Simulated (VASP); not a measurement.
# Ni (Im-3m) in VASP: a series of runs, part 2 of 2

VASP 6.6.1.

### 4 Single point, PBE, collinear spin, ferromagnetic start

The input, INCAR:

```
PREC = Accurate
ENCUT = 600
EDIFF = 1E-6
ISMEAR = 0
SIGMA = 0.05
LREAL = False
LASPH = True
NELM = 200
ALGO = Normal
ISIF = 2
LWAVE = False
LCHARG = True
ISPIN = 2
MAGMOM = 0.5
LORBIT = 11
LMAXMIX = 4
GGA = PE
LELF = True
LVHAR = True
NBANDS = 15
GGA_COMPAT = False
```

The input, KPOINTS:

```
regular mesh
0
Gamma
  20 20 20
```

The input, POSCAR:

```
Ni
1.0
   -1.4005384135      1.4005384135      1.4005384135
    1.4005384135     -1.4005384135      1.4005384135
    1.4005384135      1.4005384135     -1.4005384135
Ni
1
Direct
    0.0000000000      0.0000000000      0.0000000000
```

Potentials or basis: VASP PAW PBE potentials, release 64 (Ni).

Started as:

```sh
cat potpaw_PBE.64/Ni/POTCAR > POTCAR
mpirun -np 1 vasp_std > vasp.out
```

OUTCAR:

```text
PREC = Accurate
   ENCUT = 600
   EDIFF = 1E-6
   ISMEAR = 0
   LREAL = False
   LASPH = True
   NELM = 200
   ISIF = 2
   ISPIN = 2
   LORBIT = 11
   GGA = PE

 ion  position               nearest neighbor table
   1  0.000  0.000  0.000-

  LATTYP: Found a body centered cubic cell.
 ALAT       =     2.8010768270

  Lattice vectors:

 A1 = (  -1.4005384135,   1.4005384135,   1.4005384135)
 A2 = (   1.4005384135,  -1.4005384135,   1.4005384135)
 A3 = (   1.4005384135,   1.4005384135,  -1.4005384135)

Analysis of symmetry for initial positions (statically):
=====================================================================
 Subroutine PRICEL returns:
 Original cell was already a primitive cell.

 Routine SETGRP: Setting up the symmetry group for a
 body centered cubic supercell.

 Subroutine GETGRP returns: Found 48 space group operations
 (whereof 48 operations were pure point group operations)
 out of a pool of 48 trial point group operations.

The static configuration has the point symmetry O_h .

Analysis of symmetry for dynamics (positions and initial velocities):
=====================================================================
 Subroutine PRICEL returns:
 Original cell was already a primitive cell.

 Routine SETGRP: Setting up the symmetry group for a
 body centered cubic supercell.

 Subroutine GETGRP returns: Found 48 space group operations
 (whereof 48 operations were pure point group operations)
 out of a pool of 48 trial point group operations.

The dynamic configuration has the point symmetry O_h .

Analysis of structural, dynamic, and magnetic symmetry:
=====================================================================
 Subroutine PRICEL returns:
 Original cell was already a primitive cell.

 Routine SETGRP: Setting up the symmetry group for a
 body centered cubic supercell.

 Subroutine GETGRP returns: Found 48 space group operations
 (whereof 48 operations were pure point group operations)
 out of a pool of 48 trial point group operations.

The overall configuration has the point symmetry O_h .

 Subroutine INISYM returns: Found 48 space group operations
 (whereof 48 operations are pure point group operations),
 and found     1 'primitive' translations

----------------------------------------------------------------------------------------

                                     Primitive cell

  volume of cell :      10.9887

  direct lattice vectors                    reciprocal lattice vectors
    -1.400538414  1.400538414  1.400538414     0.000000000  0.357005560  0.357005560
     1.400538414 -1.400538414  1.400538414     0.357005560  0.000000000  0.357005560
     1.400538414  1.400538414 -1.400538414     0.357005560  0.357005560  0.000000000

  length of vectors
     2.425803690  2.425803690  2.425803690     0.504882104  0.504882104  0.504882104

  position of ions in fractional coordinates (direct lattice)
     0.000000000  0.000000000  0.000000000

  ion indices of the primitive-cell ions
   primitive index   ion index
                 1           1

----------------------------------------------------------------------------------------

 KPOINTS: regular mesh

Automatic generation of k-mesh.
[... 62 lines left out ...]
   LSORBIT =      F    spin-orbit coupling
   LASPH  =      T    aspherical Exc in radial PAW
   ENCUT  =  600.0 eV  44.10 Ry    6.64 a.u.   4.84  4.84  4.84*2*pi/ulx,y,z
   NELM   =    200;   NELMIN=  2; NELMDL= -5     # of ELM steps
   EDIFF  = 0.1E-05   stopping-criterion for ELM
   LREAL  =      F    real-space projection
[... 7 lines left out ...]
   TEBEG  =    0.0;   TEEND  =   0.0 temperature during run
   PSTRESS=    0.0 pullay stress
   NELECT =      10.0000    total number of electrons
   NUPDOWN=      -1.0000    fix difference up-down
   EMIN   =  10.00;   EMAX   =-10.00  energy-range for DOS
   EFERMI =   0.00;   METHOD = LEGACY
   ISMEAR =     0;   SIGMA  =   0.05  broadening in eV -4-tet -1-fermi 0-gaus
   EFERMI_NEDOS =   21; number of points for ismear=-14 and -15
   IALGO  =     38    algorithm
   IMIX   =      4    mixing-type and parameters
     AMIX     =   0.40;   BMIX     =  1.00
     AMIX_MAG =   1.60;   BMIX_MAG =  1.00
  volume/ion in A,a.u.               =      10.99        74.16
  Fermi-wavevector in a.u.,A,eV,Ry     =   1.586450  2.997956 34.243478  2.516825
  Thomas-Fermi vector in A             =   2.685760
   LORBIT       =     11    0 simple, 1 ext, 2 COOP (PROOUT), +10 PAW based schemes
   GGA     = PE    functional components
   LHFCALC =     F    Hartree Fock is set to
   AEXX    =    0.0000 exact exchange contribution
   IVDW    =     0    specifies the selected vdW correction
   LEPSILON=     F    determine dielectric tensor
   LRPA    =     F    only Hartree local field effects (RPA)
 spin polarized calculation
 Gauss-broadening in eV      SIGMA  =   0.05
  energy-cutoff  :      600.00
  volume of cell :       10.99
 maximum number of plane-waves:       378
   NGX =  9   NGY =  9   NGZ =  9

 number of electron      10.0000000 magnetization       0.5000000

 number of electron       9.9999993 magnetization       0.5788384

 Free energy of the ion-electron system (eV)
  ---------------------------------------------------
  ext. energy  EPLUGINS =         0.00000000
  ---------------------------------------------------
  free energy    TOTEN  =        -5.37737607 eV

  energy without entropy =       -5.37594932  energy(sigma->0) =       -5.37666269

 E-fermi :   9.1098     XC(G=0): -13.1915

 val. band max:        9.1094915048   @ k =  -0.3000   0.5000   0.0500
 cond. band min:       9.1146724080   @ k =  -0.4000   0.5000   0.3000
 fundamental gap:      0.0051809031
 Fermi energy:         9.1098337854

 spin component 1

 k-point     1 :       0.0000    0.0000    0.0000
  band No.  band energies     occupation
      1       0.2906      1.00000
      2       6.8241      1.00000
      3       6.8241      1.00000
      4       6.8241      1.00000
      5       8.2412      1.00000
      6       8.2413      1.00000
      7      35.4652      0.00000
      8      35.4652      0.00000
      9      35.4652      0.00000
     10      40.2966      0.00000
     11      40.2966      0.00000
     12      41.1780      0.00000
     13      41.1780      0.00000
     14      41.1780      0.00000
[... 403 lines left out ...]
      4       7.9809      1.00000
      5       8.3304      1.00000
      6       8.5336      1.00000
      7      22.3956      0.00000
      8      27.3292      0.00000
      9      30.6043      0.00000
     10      34.8284      0.00000
     11      38.9375      0.00000
     12      40.5938      0.00000
     13      46.8386      0.00000
     14      48.8316      0.00000
     15      52.6947      0.00000

 [... further k-points ...]

 spin component 2

 k-point     1 :       0.0000    0.0000    0.0000
  band No.  band energies     occupation
      1       0.2788      1.00000
      2       7.5381      1.00000
      3       7.5381      1.00000
      4       7.5381      1.00000
      5       8.7259      1.00000
      6       8.7259      1.00000
      7      35.3628      0.00000
      8      35.3628      0.00000
      9      35.3628      0.00000
     10      40.2191      0.00000
     11      40.2191      0.00000
     12      41.3648      0.00000
     13      41.3648      0.00000
     14      41.3648      0.00000
[... 403 lines left out ...]
      4       8.5319      1.00000
      5       8.8775      1.00000
      6       9.2202      0.00090
      7      22.5443      0.00000
      8      27.3975      0.00000
      9      30.6878      0.00000
     10      34.8584      0.00000
     11      39.0062      0.00000
     12      40.6277      0.00000
     13      46.8514      0.00000
     14      48.8944      0.00000
     15      52.7785      0.00000

 [... further k-points ...]
[... 5 lines left out ...]
  --------------------------------------------------------------------------------------
  -------------------------------------------------------------------------------------
  Total       -0.0092028     -0.0092028     -0.0092028      0.0000000      0.0000000      0.0000000
  in kB       -1.3417975     -1.3417975     -1.3417975      0.0000000      0.0000000      0.0000000
  external PRESSURE =      -1.3417975 kB  Pullay stress =       0.0000000 kB

 VOLUME and BASIS-vectors are now :
 -----------------------------------------------------------------------------
  energy-cutoff  :      600.00
  volume of cell :       10.99
      direct lattice vectors                 reciprocal lattice vectors
    -1.400538414  1.400538414  1.400538414     0.000000000  0.357005560  0.357005560
     1.400538414 -1.400538414  1.400538414     0.357005560  0.000000000  0.357005560
     1.400538414  1.400538414 -1.400538414     0.357005560  0.357005560  0.000000000

 POSITION                                       TOTAL-FORCE (eV/Angst)
 -----------------------------------------------------------------------------------
      0.00000      0.00000      0.00000         0.000000      0.000000     -0.000000
 -----------------------------------------------------------------------------------
    total drift:                                0.000000     -0.000000      0.000000

  FREE ENERGIE OF THE ION-ELECTRON SYSTEM (eV)
  ---------------------------------------------------
  free  energy   TOTEN  =        -5.3773760697 eV

  energy  without entropy=       -5.3759493201  energy(sigma->0) =       -5.37666269

 total charge

# of ion       s       p       d       tot
------------------------------------------
    1        0.487   0.480   8.330   9.297

 magnetization (x)

# of ion       s       p       d       tot
------------------------------------------
    1       -0.004  -0.016   0.608   0.587
```

stdout:

```text
POSCAR found type information on POSCAR Ni
 POSCAR found :  1 types and       1 ions
 scaLAPACK will be used
 LDA part: xc-table for (Slater+PW92), standard interpolation
 POSCAR, INCAR and KPOINTS ok, starting setup
 FFT: planning ... GRIDC
 FFT: planning ... GRID_SOFT
 FFT: planning ... GRID
 WAVECAR not read
 entering main loop
```

It took 2.8 min on 1 thread of Intel Xeon 8259CL, shared host; peak memory 0.19 GiB.

Results:

- Free energy: -5.3774 eV
- Pressure: -0.1 GPa
- Net moment: 0.58 μB per cell
- Site moments: Ni +0.59 μB
- Valence electrons inside the program's atomic spheres: Ni 9.30

Levels at points of the mesh, in eV from the Fermi level:
Spin up:
| k point | band 2 | band 3 | band 4 | band 5 | band 6 | band 7 | band 8 | band 9 |
| --- | --- | --- | --- | --- | --- | --- | --- | --- |
| (0.00, 0.00, 0.00) | -2.29 | -2.29 | -2.29 | -0.87 | -0.87 | 26.36 | 26.36 | 26.36 |
| (0.50, 0.00, 0.00) | -3.18 | -0.96 | -0.72 | -0.09 | 0.29 | 6.40 | 19.02 | 19.89 |
| (0.50, 0.50, 0.50) | -4.11 | -0.30 | -0.30 | -0.30 | 9.72 | 9.72 | 9.72 | 15.58 |
Spin down:
| k point | band 2 | band 3 | band 4 | band 5 | band 6 | band 7 | band 8 | band 9 |
| --- | --- | --- | --- | --- | --- | --- | --- | --- |
| (0.00, 0.00, 0.00) | -1.57 | -1.57 | -1.57 | -0.38 | -0.38 | 26.25 | 26.25 | 26.25 |
| (0.50, 0.00, 0.00) | -2.53 | -0.39 | -0.22 | 0.26 | 0.73 | 6.76 | 18.96 | 20.00 |
| (0.50, 0.50, 0.50) | -3.79 | 0.50 | 0.50 | 0.50 | 9.76 | 9.76 | 9.76 | 15.67 |

### 5 Summary

```tsv
spin	cell	gap on the mesh (eV)	pressure (GPa)	moment (μB)
off	a = 2.426 Å, angles 109.5°, 1 atom	none	-2.1	-
collinear, ferromagnetic start	a = 2.428 Å, angles 109.5°, 1 atom	none	-0.7	0.58
collinear, ferromagnetic start	a = 2.426 Å, angles 109.5°, 1 atom	none	-0.1	0.58
```

Alike in all rows: task single point; level PBE; potentials or basis VASP PAW PBE potentials, release 64 (Ni); k mesh 20 × 20 × 20; cutoff (eV) 600; smearing gaussian 0.05 eV.

Total energies depend on the potentials used, so only differences within one code and one set of settings carry meaning.
